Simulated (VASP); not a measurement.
# Se (P4_2/mnm) in VASP: notebook

The runs below take Se through single point, with PBEsol.

Everything below comes from runs of VASP 6.6.1. Logs are shortened: lines on timing, memory, paths and dates and some standing lists are left out, and cuts for length are marked.

## (1) The cell of the first run

Symmetry: P4_2/mnm, No. 136, tetragonal system. Conventional cell: a = 5.955 Å, b = 5.955 Å, c = 3.190 Å, α = 90.00°, β = 90.00°, γ = 90.00°. Se (site symmetry m2m) has 1 Se at 1.84 Å within 2.4 Å.

## (2) Single point, PBEsol (S replaced by Se, lengths x 1.086, strained)

File INCAR:

```
PREC = Accurate
ENCUT = 520
EDIFF = 1E-7
ISMEAR = 0
SIGMA = 0.1
LREAL = F
LASPH = T
NELM = 60
ALGO = Normal
ISIF = 2
LWAVE = F
LCHARG = F
GGA = PS
NBANDS = 20
```

File KPOINTS:

```
Automatic mesh
0
Gamma
  4 4 6
```

File POSCAR:

```
Se
1.0
    5.9552044624      0.0000000000      0.0000000000
    0.0000000000      5.9552044624      0.0000000000
    0.0000000000      0.0000000000      3.1896620379
Se
4
Direct
    0.8908633781      0.8908633781      0.5000000000
    0.1091366219      0.1091366219      0.5000000000
    0.3908633781      0.6091366219      0.0000000000
    0.6091366219      0.3908633781      0.0000000000
```

Potentials or basis: VASP PAW PBE potentials, release 64 (Se).

On the command line:

```
$ cat potpaw_PBE.64/Se/POTCAR > POTCAR
$ mpirun -np 1 vasp_std > vasp.out
```

OUTCAR:

```text
PREC = Accurate
   ENCUT = 520
   EDIFF = 1E-7
   ISMEAR = 0
   LREAL = F
   LASPH = T
   NELM = 60
   ISIF = 2
   GGA = PS

 ion  position               nearest neighbor table
   1  0.891  0.891  0.500-   2 1.84
   2  0.109  0.109  0.500-   1 1.84
   3  0.391  0.609  0.000-   4 1.84
   4  0.609  0.391  0.000-   3 1.84

  LATTYP: Found a simple tetragonal cell.
 ALAT       =     5.9552044624
 C/A-ratio  =     0.5356091563

  Lattice vectors:

 A1 = (   5.9552044624,   0.0000000000,   0.0000000000)
 A2 = (   0.0000000000,   5.9552044624,   0.0000000000)
 A3 = (   0.0000000000,   0.0000000000,   3.1896620379)

Analysis of symmetry for initial positions (statically):
=====================================================================
 Subroutine PRICEL returns:
 Original cell was already a primitive cell.

 Routine SETGRP: Setting up the symmetry group for a
 simple tetragonal supercell.

 Subroutine GETGRP returns: Found 16 space group operations
 (whereof  8 operations were pure point group operations)
 out of a pool of 16 trial point group operations.

The static configuration has the point symmetry D_2h.
 The point group associated with its full space group is D_4h.

Analysis of symmetry for dynamics (positions and initial velocities):
=====================================================================
 Subroutine PRICEL returns:
 Original cell was already a primitive cell.

 Routine SETGRP: Setting up the symmetry group for a
 simple tetragonal supercell.

 Subroutine GETGRP returns: Found 16 space group operations
 (whereof  8 operations were pure point group operations)
 out of a pool of 16 trial point group operations.

The dynamic configuration has the point symmetry D_2h.
 The point group associated with its full space group is D_4h.

 Subroutine INISYM returns: Found 16 space group operations
 (whereof  8 operations are pure point group operations),
 and found     1 'primitive' translations

----------------------------------------------------------------------------------------

                                     Primitive cell

  volume of cell :     113.1196

  direct lattice vectors                    reciprocal lattice vectors
     5.955204462  0.000000000  0.000000000     0.167920347  0.000000000  0.000000000
     0.000000000  5.955204462  0.000000000     0.000000000  0.167920347  0.000000000
     0.000000000  0.000000000  3.189662038     0.000000000  0.000000000  0.313512839

  length of vectors
     5.955204462  5.955204462  3.189662038     0.167920347  0.167920347  0.313512839

  position of ions in fractional coordinates (direct lattice)
     0.890863378  0.890863378  0.500000000
     0.109136622  0.109136622  0.500000000
     0.390863378  0.609136622  0.000000000
     0.609136622  0.390863378  0.000000000

  ion indices of the primitive-cell ions
   primitive index   ion index
                 1           1
                 2           2
                 3           3
                 4           4

----------------------------------------------------------------------------------------

 KPOINTS: Automatic mesh

Automatic generation of k-mesh.
 Grid dimensions read from file:
 generate k-points for:    4    4    6

 Generating k-lattice:

  Cartesian coordinates                     Fractional coordinates (reciprocal lattice)
     0.041980087  0.000000000  0.000000000     0.250000000  0.000000000  0.000000000
     0.000000000  0.041980087  0.000000000     0.000000000  0.250000000  0.000000000
     0.000000000  0.000000000  0.052252140     0.000000000  0.000000000  0.166666667

  Length of vectors
     0.041980087  0.041980087  0.052252140

  Shift w.r.t. Gamma in fractional coordinates (k-lattice)
     0.000000000  0.000000000  0.000000000

 Subroutine IBZKPT returns following result:
 ===========================================

 Found     24 irreducible k-points:

 Following reciprocal coordinates:
            Coordinates               Weight
  0.000000  0.000000  0.000000      1.000000
  0.250000  0.000000  0.000000      4.000000
  0.500000  0.000000  0.000000      2.000000
  0.250000  0.250000  0.000000      4.000000
  0.500000  0.250000  0.000000      4.000000
  0.500000  0.500000  0.000000      1.000000
[... 16 lines left out ...]
  0.500000  0.250000  0.500000      4.000000
  0.500000  0.500000  0.500000      1.000000
   k-points           NKPTS =     24   k-points in BZ     NKDIM =     24   number of bands    NBANDS=     20
   number of dos      NEDOS =    301   number of ions     NIONS =      4
   total plane-waves  NPLWV =  55296
   dimension x,y,z NGX =    48 NGY =   48 NGZ =   24
   dimension x,y,z NGXF=    96 NGYF=   96 NGZF=   48
   ions per type =               4
   NGX,Y,Z   is equivalent  to a cutoff of  13.40, 13.40, 12.51 a.u.
   NGXF,Y,Z  is equivalent  to a cutoff of  26.80, 26.80, 25.02 a.u.
 SYSTEM =  unknown system
   PREC   = accura    normal or accurate (medium, high low for compatibility)
   ISTART =      0    job   : 0-new  1-cont  2-samecut
   ICHARG =      2    charge: 1-file 2-atom 10-const
   ISPIN  =      1    spin polarized calculation?
   LNONCOLLINEAR =      F non collinear calculations
   LSORBIT =      F    spin-orbit coupling
   LASPH  =      T    aspherical Exc in radial PAW
   ENCUT  =  520.0 eV  38.22 Ry    6.18 a.u.  11.07 11.07  5.93*2*pi/ulx,y,z
   NELM   =     60;   NELMIN=  2; NELMDL= -5     # of ELM steps
   EDIFF  = 0.1E-06   stopping-criterion for ELM
   LREAL  =      F    real-space projection
   EDIFFG = 0.1E-05   stopping-criterion for IOM
   NSW    =      0    number of steps for IOM
   IBRION =     -1    ionic relax: 0-MD 1-quasi-New 2-CG
   NFREE  =      0    steps in history (QN), initial steepest desc. (CG)
   ISIF   =      2    stress and relaxation
   ISYM   =      2    0-nonsym 1-usesym 2-fastsym
   POTIM  = 0.5000    time-step for ionic-motion
   TEBEG  =    0.0;   TEEND  =   0.0 temperature during run
   PSTRESS=    0.0 pullay stress
   NELECT =      24.0000    total number of electrons
   NUPDOWN=      -1.0000    fix difference up-down
   EMIN   =  10.00;   EMAX   =-10.00  energy-range for DOS
   EFERMI =   0.00;   METHOD = LEGACY
   ISMEAR =     0;   SIGMA  =   0.10  broadening in eV -4-tet -1-fermi 0-gaus
   EFERMI_NEDOS =   21; number of points for ismear=-14 and -15
   IALGO  =     38    algorithm
   IMIX   =      4    mixing-type and parameters
     AMIX     =   0.40;   BMIX     =  1.00
     AMIX_MAG =   1.60;   BMIX_MAG =  1.00
  volume/ion in A,a.u.               =      28.28       190.84
  Fermi-wavevector in a.u.,A,eV,Ry     =   0.976411  1.845149 12.971496  0.953378
  Thomas-Fermi vector in A             =   2.107027
   LORBIT       =      0    0 simple, 1 ext, 2 COOP (PROOUT), +10 PAW based schemes
   GGA     = PS    functional components
   LHFCALC =     F    Hartree Fock is set to
   AEXX    =    0.0000 exact exchange contribution
   IVDW    =     0    specifies the selected vdW correction
   LEPSILON=     F    determine dielectric tensor
   LRPA    =     F    only Hartree local field effects (RPA)
 non-spin polarized calculation
 Gauss-broadening in eV      SIGMA  =   0.10
  energy-cutoff  :      520.00
  volume of cell :      113.12
 maximum number of plane-waves:      3080
 NGX is ok and might be reduce to    48
   NGX = 23   NGY = 23   NGZ = 11

 number of electron      23.9999998 magnetization

 Free energy of the ion-electron system (eV)
  ---------------------------------------------------
  ext. energy  EPLUGINS =         0.00000000
  ---------------------------------------------------
  free energy    TOTEN  =        -9.92155350 eV

  energy without entropy =       -9.90979992  energy(sigma->0) =       -9.91567671

 E-fermi :   2.8616     XC(G=0):  -8.7635

 val. band max:        2.8552764243   @ k =   0.5000   0.0000   0.3333
 cond. band min:       2.9257456692   @ k =   0.2500   0.0000   0.5000
 fundamental gap:      0.0704692449
 Fermi energy:         2.8615825415

 k-point     1 :       0.0000    0.0000    0.0000
  band No.  band energies     occupation
      1     -15.5006      2.00000
      2     -15.1637      2.00000
      3      -8.3681      2.00000
      4      -8.3681      2.00000
      5      -2.9647      2.00000
      6      -2.4187      2.00000
[... 12 lines left out ...]
     19       9.3232      0.00000
     20       9.3796      0.00000

 k-point     2 :       0.2500    0.0000    0.0000
  band No.  band energies     occupation
      1     -15.4523      2.00000
      2     -15.2140      2.00000
      3      -8.3652      2.00000
      4      -8.3614      2.00000
      5      -3.4454      2.00000
      6      -3.1638      2.00000
[... 12 lines left out ...]
     19       9.5863      0.00000
     20      10.5210      0.00000

 k-point     3 :       0.5000    0.0000    0.0000
  band No.  band energies     occupation
      1     -15.3341      2.00000
      2     -15.3341      2.00000
      3      -8.3583      2.00000
      4      -8.3583      2.00000
      5      -3.5941      2.00000
      6      -3.5941      2.00000
[... 12 lines left out ...]
     19       9.9424      0.00000
     20       9.9424      0.00000

 k-point     4 :       0.2500    0.2500    0.0000
  band No.  band energies     occupation
      1     -15.4162      2.00000
      2     -15.2475      2.00000
      3      -8.4198      2.00000
      4      -8.3590      2.00000
      5      -3.5973      2.00000
      6      -2.5331      2.00000
[... 429 lines left out ...]
 k-point    23 :       0.5000    0.2500    0.5000
  band No.  band energies     occupation
      1     -14.6269      2.00000
      2     -14.6269      2.00000
      3      -7.3606      2.00000
      4      -7.3606      2.00000
      5      -4.0474      2.00000
      6      -4.0474      2.00000
[... 12 lines left out ...]
     19       9.9526      0.00000
     20       9.9527      0.00000

 k-point    24 :       0.5000    0.5000    0.5000
  band No.  band energies     occupation
      1     -14.6252      2.00000
      2     -14.6252      2.00000
      3      -7.3641      2.00000
      4      -7.3641      2.00000
      5      -4.0798      2.00000
      6      -4.0798      2.00000
[... 12 lines left out ...]
     19      10.7403      0.00000
     20      10.7577      0.00000

------------------------ aborting loop because EDIFF is reached ----------------------------------------

  FORCE on cell =-STRESS in cart. coord.  units (eV):
  Direction    XX          YY          ZZ          XY          YZ          ZX
  --------------------------------------------------------------------------------------
  -------------------------------------------------------------------------------------
  Total       28.5513122     28.5513122     -2.3739920      0.0000000      0.0000000      0.0000000
  in kB      404.3883470    404.3883470    -33.6241878      0.0000000      0.0000000      0.0000000
  external PRESSURE =     258.3841688 kB  Pullay stress =       0.0000000 kB

 VOLUME and BASIS-vectors are now :
 -----------------------------------------------------------------------------
  energy-cutoff  :      520.00
  volume of cell :      113.12
      direct lattice vectors                 reciprocal lattice vectors
     5.955204462  0.000000000  0.000000000     0.167920347  0.000000000  0.000000000
     0.000000000  5.955204462  0.000000000     0.000000000  0.167920347  0.000000000
     0.000000000  0.000000000  3.189662038     0.000000000  0.000000000  0.313512839

 POSITION                                       TOTAL-FORCE (eV/Angst)
 -----------------------------------------------------------------------------------
      5.30527      5.30527      1.59483       -11.360061    -11.360061     -0.000000
      0.64993      0.64993      1.59483        11.360061     11.360061      0.000000
      2.32767      3.62753      0.00000       -11.360061     11.360061     -0.000000
      3.62753      2.32767      0.00000        11.360061    -11.360061     -0.000000
 -----------------------------------------------------------------------------------
    total drift:                                0.000000      0.000000      0.000000

  FREE ENERGIE OF THE ION-ELECTRON SYSTEM (eV)
  ---------------------------------------------------
  free  energy   TOTEN  =        -9.9215535027 eV

  energy  without entropy=       -9.9097999154  energy(sigma->0) =       -9.91567671
```

Run time: 76 s. Hardware: 1 thread of Oxide Virtual Turin-like, shared host; peak memory 0.2 GiB.

What came out:

- Free energy: -9.9216 eV
- Pressure: 25.8 GPa
- Largest force: 16.066 eV/Å
- Band gap on the k mesh: zero (bands 12 and 13 overlap by 2.10 eV)

Forces in eV/Å, atoms in the order of the input:
```
Se  -11.360 -11.360   0.000
Se   11.360  11.360   0.000
Se  -11.360  11.360   0.000
Se   11.360 -11.360   0.000
```

Stress tensor (GPa, compression positive):
```
40.44  0.00  0.00
 0.00 40.44  0.00
 0.00  0.00 -3.36
```

Caveat: the cell differs from its parent crystal (S replaced by Se, lengths x 1.086, strained); the stress differs along the axes, from -3 to 40 GPa; this functional lacks dispersion, which holds the molecules together, so the pressure and a relaxed volume are unreliable; the PAW data sets were made with another functional, which shifts forces and pressure a little.

## (3) Single point, PBEsol (S replaced by Se, lengths x 1.086, strained)

File INCAR:

```
ALGO = Fast ; EDIFF = 1E-6
ENCUT = 520 ; GGA = PS
ISIF = 2 ; ISMEAR = 0
LASPH = True ; LCHARG = False
LREAL = False ; LWAVE = False
NBANDS = 20 ; NELM = 100
PREC = Accurate ; SIGMA = 0.1
```

File KPOINTS:

```
k-points
0
Gamma
  8 8 14
```

POSCAR is that of step 2.

Potentials or basis: VASP PAW PBE potentials, release 64 (Se).

On the command line:

```
$ cat potpaw_PBE.64/Se/POTCAR > POTCAR
$ mpirun -np 1 vasp_std > vasp.out
```

Run time: 6.8 min. Hardware: 1 thread of Oxide Virtual Turin-like, shared host; peak memory 0.32 GiB.

The run converged. Its results:

```yaml
Free_energy: -9.8119 eV
Pressure: 26.1 GPa
Largest_force: 16.076 eV/Å
Band_gap_on_the_k_mesh: zero (bands 12 and 13 overlap by 2.09 eV)
```

Forces on the atoms (eV/Å):
```
Se  -11.368 -11.368   0.000
Se   11.368  11.368   0.000
Se  -11.368  11.368   0.000
Se   11.368 -11.368   0.000
```

Stress tensor (GPa, compression positive):
```
40.49  0.00  0.00
 0.00 40.49  0.00
 0.00  0.00 -2.78
```

Levels at points of the mesh, in eV from the Fermi level:
| k point | band 8 | band 9 | band 10 | band 11 | band 12 | band 13 | band 14 | band 15 | band 16 | band 17 |
| --- | --- | --- | --- | --- | --- | --- | --- | --- | --- | --- |
| (0.00, 0.00, 0.00) | -5.00 | -2.50 | -2.43 | -2.03 | 1.00 | 2.63 | 2.63 | 4.80 | 5.29 | 5.29 |
| (0.50, 0.00, 0.00) | -3.93 | -2.27 | -2.27 | -0.75 | -0.75 | 2.63 | 2.63 | 3.21 | 3.21 | 5.97 |
| (0.50, 0.50, 0.00) | -5.20 | -2.26 | -2.26 | -0.37 | -0.37 | 2.57 | 2.57 | 4.93 | 4.93 | 5.13 |
| (0.00, 0.00, 0.50) | -4.43 | -4.22 | -4.22 | -1.90 | -1.90 | -0.03 | -0.03 | 3.68 | 3.68 | 4.78 |
| (0.50, 0.00, 0.50) | -4.47 | -4.31 | -4.31 | -2.24 | -2.24 | 0.39 | 0.39 | 5.42 | 5.42 | 5.76 |
| (0.50, 0.50, 0.50) | -4.72 | -4.19 | -4.19 | -1.71 | -1.71 | 0.63 | 0.63 | 3.52 | 3.52 | 5.59 |

Caveat: the cell differs from its parent crystal (S replaced by Se, lengths x 1.086, strained); the stress differs along the axes, from -3 to 40 GPa; this functional lacks dispersion, which holds the molecules together, so the pressure and a relaxed volume are unreliable; the PAW data sets were made with another functional, which shifts forces and pressure a little.

The gap in the log of VASP goes by the Fermi energy; the results here count the filled bands.